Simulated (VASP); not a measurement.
# Be (P1) in VASP: a series of runs

The runs below take Be through single point, with PBE.

Everything below comes from runs of VASP 6.6.1. Logs are shortened: lines on timing, memory, paths and dates and some standing lists are left out, and cuts for length are marked.

**1. The cell of the first run**

The typed cell holds 36 atoms: a = 7.092 Å, b = 7.092 Å, c = 7.409 Å, α = 90.00°, β = 90.00°, γ = 120.00°.

**2. Single point, PBE**

Contents of INCAR:

```
PREC = Accurate
ENCUT = 520
EDIFF = 1E-6
ISMEAR = -1
SIGMA = 0.3
LREAL = Auto
LASPH = True
NELM = 80
ALGO = Normal
ISIF = 2
LWAVE = False
LCHARG = True
GGA = PE
LELF = True
LVHAR = True
NBANDS = 60
```

Contents of KPOINTS:

```
regular mesh
0
Gamma
  2 2 2
```

Contents of POSCAR:

```
Be
1.0
    7.0917640000      0.0000000000      0.0000000000
   -3.5458820000      6.1416480000      0.0000000000
    0.0000000000      0.0000000000      7.4085300000
Be
36
Direct
   -0.0426862963     -0.0520381500     -0.0203819111
    0.1171540910      0.1767766567      0.2397506658
    0.0226437754      0.0042822383      0.5101146921
    0.0958759206      0.1944592070      0.7279176841
   -0.0042602144      0.3500363420     -0.0400484307
    0.1237669513      0.5596706291      0.2295057184
    0.0027875021      0.3353660125      0.4968462030
    0.1130127100      0.5621618172      0.7387160476
   -0.0038809845      0.6934457983     -0.0248362361
    0.1186379005      0.9111560936      0.2400476208
   -0.0100479222      0.6363275785      0.4797172988
    0.1243401453      0.8717692710      0.7432783562
    0.3924066889      0.0490584937      0.0775187520
    0.4234008199      0.2569342952      0.2690277288
    0.3445510050      0.0283637226      0.5254618663
    0.4375593993      0.2296940495      0.7151081254
    0.2694341538      0.2602070324      0.0024836236
    0.3779795910      0.5408646018      0.2282909025
    0.2878515211      0.2617050017      0.5184429300
    0.4668222412      0.5823355555      0.7418070791
    0.3096674116      0.6654728503      0.0121346610
    0.3836195513      0.8110363863      0.2460407125
    0.3061929407      0.7425368566      0.5297677137
    0.4452527551      0.8739510959      0.7953399662
    0.6970846881     -0.0093460257      0.0025781093
    0.7574097853      0.1987577276      0.2422342894
    0.7598446550      0.0427084066      0.4731977869
    0.8275453403      0.2604024197      0.7609876723
    0.7188515168      0.3424325197     -0.0231354938
    0.8176225304      0.5444304200      0.2331366681
    0.6362015566      0.2986820476      0.5088458844
    0.7658320874      0.5059391225      0.7475437098
    0.6826472237      0.7271175424      0.0074508708
    0.7610882374      0.8563336746      0.2662471502
    0.6268308081      0.6573642775      0.5087513987
    0.7853733399      0.8699619386      0.7070498466
```

Potentials or basis: VASP PAW PBE potentials, release 64 (Be).

On the command line:

```bash
cat potpaw_PBE.64/Be/POTCAR > POTCAR
mpirun -np 1 vasp_std > vasp.out
```

OUTCAR:

```text
PREC = Accurate
   ENCUT = 520
   EDIFF = 1E-6
   ISMEAR = -1
   LREAL = Auto
   LASPH = True
   NELM = 80
   ISIF = 2
   GGA = PE

 ion  position               nearest neighbor table
   1  0.957  0.948  0.980-  33 1.80   9 1.96  25 2.02  17 2.22  36 2.28  10 2.32  12 2.32
   2  0.117  0.177  0.240-  10 1.89  14 1.96  17 1.99   3 2.27  18 2.31  19 2.32
   3  0.023  0.004  0.510-  19 1.85   4 2.00  27 2.03  36 2.07  15 2.21  12 2.25   2 2.27  10 2.31

   4  0.096  0.194  0.728-  19 1.96   3 2.00  28 2.19   7 2.24  36 2.26  17 2.30  16 2.31   5 2.34
[... 16 lines left out ...]
  15  0.345  0.028  0.525-  16 1.87  19 1.89  23 1.91  31 2.00  12 2.13   3 2.21  14 2.38
  16  0.438  0.230  0.715-  15 1.87  19 1.88  31 1.97  32 2.18   4 2.31
  17  0.269  0.260  0.002-   2 1.99  13 2.15   1 2.22  14 2.26   4 2.30   5 2.35
  18  0.378  0.541  0.228-   6 1.87  22 1.90  21 2.00  14 2.21   2 2.31
  19  0.288  0.262  0.518-   3 1.85  16 1.88  15 1.89   4 1.96  14 2.09   2 2.32   7 2.33  31 2.35

  20  0.467  0.582  0.742-  35 1.99  36 2.17  24 2.18  33 2.39
  21  0.310  0.665  0.012-  22 1.95   6 1.98  18 2.00  24 2.07   5 2.26   9 2.35   8 2.36
  22  0.384  0.811  0.246-   6 1.82  18 1.90  21 1.95  13 2.08  23 2.17  10 2.32
  23  0.306  0.743  0.530-  15 1.91  11 2.01   8 2.04  22 2.17  24 2.19
  24  0.445  0.874  0.795-  21 2.07  25 2.18  20 2.18  23 2.19  12 2.30   8 2.33
  25  0.697  0.991  0.003-  33 1.82   1 2.02  24 2.18  26 2.21  34 2.32   5 2.38
  26  0.757  0.199  0.242-  27 2.04  25 2.21  30 2.27  29 2.29
  27  0.760  0.043  0.473-   7 1.93  34 2.03   3 2.03  26 2.04  36 2.18
  28  0.828  0.260  0.761-   5 1.80  29 1.98  32 2.00   8 2.09   4 2.19   7 2.24
  29  0.719  0.342  0.977-   5 1.94  28 1.98  32 1.99  30 2.27   9 2.27  26 2.29  13 2.33
  30  0.818  0.544  0.233-  11 2.11   6 2.12   9 2.24  29 2.27  26 2.27
  31  0.636  0.299  0.509-  16 1.97  15 2.00  32 2.19  14 2.25  19 2.35
  32  0.766  0.506  0.748-  29 1.99  28 2.00  16 2.18  31 2.19   9 2.26   8 2.29
  33  0.683  0.727  0.007-   1 1.80  25 1.82  34 2.08   9 2.36  20 2.39
  34  0.761  0.856  0.266-  27 2.03  33 2.08  35 2.19  25 2.32  10 2.37
  35  0.627  0.657  0.509-  20 1.99  36 2.00  34 2.19
  36  0.785  0.870  0.707-  35 2.00   3 2.07  20 2.17  27 2.18   4 2.26   1 2.28

  LATTYP: Found a hexagonal cell.
 ALAT       =     7.0917640000
 C/A-ratio  =     1.0446667430

  Lattice vectors:

 A1 = (   7.0917640000,   0.0000000000,   0.0000000000)
 A2 = (  -3.5458820000,   6.1416480000,   0.0000000000)
 A3 = (   0.0000000000,   0.0000000000,   7.4085300000)

Analysis of symmetry for initial positions (statically):
=====================================================================
 Subroutine PRICEL returns:
 Original cell was already a primitive cell.

 Routine SETGRP: Setting up the symmetry group for a
 hexagonal supercell.

 Subroutine GETGRP returns: Found  1 space group operations
 (whereof  1 operations were pure point group operations)
 out of a pool of 24 trial point group operations.

The static configuration has the point symmetry C_1 .

Analysis of symmetry for dynamics (positions and initial velocities):
=====================================================================
 Subroutine PRICEL returns:
 Original cell was already a primitive cell.

 Routine SETGRP: Setting up the symmetry group for a
 hexagonal supercell.

 Subroutine GETGRP returns: Found  1 space group operations
 (whereof  1 operations were pure point group operations)
 out of a pool of 24 trial point group operations.

The dynamic configuration has the point symmetry C_1 .

 Subroutine INISYM returns: Found  1 space group operations
 (whereof  1 operations are pure point group operations),
 and found     1 'primitive' translations

----------------------------------------------------------------------------------------

                                     Primitive cell

  volume of cell :     322.6794

  direct lattice vectors                    reciprocal lattice vectors
     7.091764000  0.000000000  0.000000000     0.141008640  0.081411374  0.000000000
    -3.545882000  6.141648000  0.000000000     0.000000000  0.162822747  0.000000000
     0.000000000  0.000000000  7.408530000     0.000000000  0.000000000  0.134979544

  length of vectors
     7.091764000  7.091764189  7.408530000     0.162822752  0.162822747  0.134979544

  position of ions in fractional coordinates (direct lattice)
     0.957313704  0.947961850  0.979618089
     0.117154091  0.176776657  0.239750666
     0.022643775  0.004282238  0.510114692
     0.095875921  0.194459207  0.727917684
     0.995739786  0.350036342  0.959951569
     0.123766951  0.559670629  0.229505718
[... 28 lines left out ...]
     0.626830808  0.657364278  0.508751399
     0.785373340  0.869961939  0.707049847

  ion indices of the primitive-cell ions
   primitive index   ion index
                 1           1
                 2           2
                 3           3
                 4           4
                 5           5
                 6           6
[... 28 lines left out ...]
                35          35
                36          36

----------------------------------------------------------------------------------------

 KPOINTS: regular mesh

Automatic generation of k-mesh.
 Grid dimensions read from file:
 generate k-points for:    2    2    2

 Generating k-lattice:

  Cartesian coordinates                     Fractional coordinates (reciprocal lattice)
     0.070504320  0.040705687  0.000000000     0.500000000 -0.000000000  0.000000000
     0.000000000  0.081411374  0.000000000     0.000000000  0.500000000  0.000000000
     0.000000000  0.000000000  0.067489772     0.000000000  0.000000000  0.500000000

  Length of vectors
     0.081411376  0.081411374  0.067489772

  Shift w.r.t. Gamma in fractional coordinates (k-lattice)
     0.000000000  0.000000000  0.000000000

 Subroutine IBZKPT returns following result:
 ===========================================

 Found      8 irreducible k-points:

 Following reciprocal coordinates:
            Coordinates               Weight
  0.000000  0.000000  0.000000      1.000000
  0.500000  0.000000  0.000000      1.000000
  0.000000  0.500000  0.000000      1.000000
  0.500000  0.500000  0.000000      1.000000
  0.000000  0.000000  0.500000      1.000000
  0.500000  0.000000  0.500000      1.000000
  0.000000  0.500000  0.500000      1.000000
  0.500000  0.500000  0.500000      1.000000
   k-points           NKPTS =      8   k-points in BZ     NKDIM =      8   number of bands    NBANDS=     60
   number of dos      NEDOS =    301   number of ions     NIONS =     36
   total plane-waves  NPLWV = 163296
   dimension x,y,z NGX =    54 NGY =   54 NGZ =   56
   dimension x,y,z NGXF=   108 NGYF=  108 NGZF=  112
   ions per type =              36
   NGX,Y,Z   is equivalent  to a cutoff of  12.66, 12.66, 12.57 a.u.
   NGXF,Y,Z  is equivalent  to a cutoff of  25.32, 25.32, 25.13 a.u.
 SYSTEM =  unknown system
   PREC   = accura    normal or accurate (medium, high low for compatibility)
   ISTART =      0    job   : 0-new  1-cont  2-samecut
   ICHARG =      2    charge: 1-file 2-atom 10-const
   ISPIN  =      1    spin polarized calculation?
   LNONCOLLINEAR =      F non collinear calculations
   LSORBIT =      F    spin-orbit coupling
   LASPH  =      T    aspherical Exc in radial PAW
   ENCUT  =  520.0 eV  38.22 Ry    6.18 a.u.  13.19 13.19 13.77*2*pi/ulx,y,z
   NELM   =     80;   NELMIN=  2; NELMDL= -5     # of ELM steps
   EDIFF  = 0.1E-05   stopping-criterion for ELM
   LREAL  =      T    real-space projection
   EDIFFG = 0.1E-04   stopping-criterion for IOM
   NSW    =      0    number of steps for IOM
   IBRION =     -1    ionic relax: 0-MD 1-quasi-New 2-CG
   NFREE  =      0    steps in history (QN), initial steepest desc. (CG)
   ISIF   =      2    stress and relaxation
   ISYM   =      2    0-nonsym 1-usesym 2-fastsym
   POTIM  = 0.5000    time-step for ionic-motion
   TEBEG  =    0.0;   TEEND  =   0.0 temperature during run
   PSTRESS=    0.0 pullay stress
   NELECT =      72.0000    total number of electrons
   NUPDOWN=      -1.0000    fix difference up-down
   EMIN   =  10.00;   EMAX   =-10.00  energy-range for DOS
   EFERMI =   0.00;   METHOD = LEGACY
   ISMEAR =    -1;   SIGMA  =   0.30  broadening in eV -4-tet -1-fermi 0-gaus
   EFERMI_NEDOS =   21; number of points for ismear=-14 and -15
   IALGO  =     38    algorithm
   IMIX   =      4    mixing-type and parameters
     AMIX     =   0.40;   BMIX     =  1.00
     AMIX_MAG =   1.60;   BMIX_MAG =  1.00
  volume/ion in A,a.u.               =       8.96        60.49
  Fermi-wavevector in a.u.,A,eV,Ry     =   0.992953  1.876409 13.414734  0.985955
  Thomas-Fermi vector in A             =   2.124801
   LORBIT       =      0    0 simple, 1 ext, 2 COOP (PROOUT), +10 PAW based schemes
   GGA     = PE    functional components
   LHFCALC =     F    Hartree Fock is set to
   AEXX    =    0.0000 exact exchange contribution
   IVDW    =     0    specifies the selected vdW correction
   LEPSILON=     F    determine dielectric tensor
   LRPA    =     F    only Hartree local field effects (RPA)
 non-spin polarized calculation
  energy-cutoff  :      520.00
  volume of cell :      322.68
 maximum number of plane-waves:      8704
 NGX is ok and might be reduce to    54
   NGX = 27   NGY = 27   NGZ = 27

 number of electron      72.0000000 magnetization

 Free energy of the ion-electron system (eV)
  ---------------------------------------------------
  ext. energy  EPLUGINS =         0.00000000
  ---------------------------------------------------
  free energy    TOTEN  =      -120.91399845 eV

  energy without entropy =     -119.06419395  energy(sigma->0) =     -119.98909620

 E-fermi :   5.7120     XC(G=0): -10.1286

 val. band max:        5.6113559814   @ k =   0.0000   0.0000   0.5000
 cond. band min:       5.7505725285   @ k =   0.0000   0.0000   0.5000
 fundamental gap:      0.1392165471
 Fermi energy:         5.7119759734

 k-point     1 :       0.0000    0.0000    0.0000
  band No.  band energies     occupation
      1      -4.7586      2.00000
      2      -2.9233      2.00000
      3      -2.7968      2.00000
      4      -2.1341      2.00000
      5      -1.9835      2.00000
      6      -1.8439      2.00000
[... 397 lines left out ...]
     47       8.0628      0.00079
     48       8.2869      0.00037
 [bands above 48 left out]

------------------------ aborting loop because EDIFF is reached ----------------------------------------

  FORCE on cell =-STRESS in cart. coord.  units (eV):
  Direction    XX          YY          ZZ          XY          YZ          ZX
  --------------------------------------------------------------------------------------
  -------------------------------------------------------------------------------------
  Total        1.3824912     10.2614425     -4.3621781      1.7737827     -0.6912018     -1.2341793
  in kB        6.8643863     50.9504186    -21.6592160      8.8072385     -3.4319757     -6.1279839
  external PRESSURE =      12.0518630 kB  Pullay stress =       0.0000000 kB

 VOLUME and BASIS-vectors are now :
 -----------------------------------------------------------------------------
  energy-cutoff  :      520.00
  volume of cell :      322.68
      direct lattice vectors                 reciprocal lattice vectors
     7.091764000  0.000000000  0.000000000     0.141008640  0.081411374  0.000000000
    -3.545882000  6.141648000  0.000000000     0.000000000  0.162822747  0.000000000
     0.000000000  0.000000000  7.408530000     0.000000000  0.000000000  0.134979544

 POSITION                                       TOTAL-FORCE (eV/Angst)
 -----------------------------------------------------------------------------------
      3.42768      5.82205      7.25753         1.325739      3.150466      0.204544
      0.20400      1.08570      1.77620        -2.689989      1.448642      0.955103
      0.14540      0.02630      3.77920        -0.549472     -2.079321     -1.418433
     -0.00960      1.19430      5.39280        -0.352129      0.476796      1.590507
      5.82036      2.14980      7.11183         2.434584      0.073185      2.762279
     -1.10680      3.43730      1.70030        -3.178899     -1.792711      0.766631
[... 28 lines left out ...]
      2.11440      4.03730      3.76910         0.734291     -0.391776     -1.650779
      2.48490      5.34300      5.23820        -0.034344      0.189950      2.106223
 -----------------------------------------------------------------------------------
    total drift:                               -0.000006     -0.000296     -0.004736

  FREE ENERGIE OF THE ION-ELECTRON SYSTEM (eV)
  ---------------------------------------------------
  free  energy   TOTEN  =      -120.9139984509 eV

  energy  without entropy=     -119.0641939468  energy(sigma->0) =     -119.98909620
```

Run time: 11 min. Hardware: 1 thread of Intel Xeon 8259CL, shared host; peak memory 0.43 GiB.

What came out:

| Property | Result |
| --- | --- |
| Free energy | -120.9140 eV |
| Pressure | 1.2 GPa |
| Largest force | 5.022 eV/Å |
| Band gap on the k mesh | zero (bands 36 and 37 overlap by 0.73 eV) |

Forces in eV/Å, atoms in the order of the input:
```
Be   1.326  3.150  0.205
Be  -2.690  1.449  0.955
Be  -0.549 -2.079 -1.418
Be  -0.352  0.477  1.591
Be   2.435  0.073  2.762
Be  -3.179 -1.793  0.767
Be   0.590  1.179 -0.358
Be   0.364  0.051  0.427
Be   1.041 -1.649  0.633
Be   0.896 -2.171  0.462
Be  -0.983  0.518  0.416
Be  -0.383  0.514 -0.419
Be   0.940 -0.926 -2.387
Be   1.661  0.553  0.019
Be   0.152 -1.619 -1.812
Be   0.483  0.421  4.175
Be   0.801  1.130 -0.913
Be   2.969 -1.604  0.912
Be   0.086  3.825 -1.920
Be  -0.888 -1.180  0.909
Be   0.527  0.030 -1.844
Be   1.211  4.054  1.614
Be   1.993 -1.950 -0.280
Be  -0.357  0.875 -1.086
Be  -2.083  2.256 -0.216
Be  -0.434  0.558 -0.094
Be  -1.927 -1.569  1.251
Be  -1.414 -2.538 -2.903
Be  -2.163 -0.884  1.769
Be  -1.299  0.057 -0.028
Be   1.469  1.098 -1.103
Be  -0.977  2.355 -0.978
Be  -0.449 -4.972 -0.549
Be   0.488  0.513 -1.013
Be   0.734 -0.392 -1.651
Be  -0.034  0.190  2.106
```

Caveat: the k points lie up to 0.51 Å⁻¹ apart, too coarse for converged energies and pressures of a metal; so wide a smearing shifts energies and pressures; forces of over 1 eV/Å act on the atoms, so gaps and moduli don't describe the material at rest.

(Part 1 of 2 ends here.)

The gap in the log of VASP goes by the Fermi energy; the results here count the filled bands.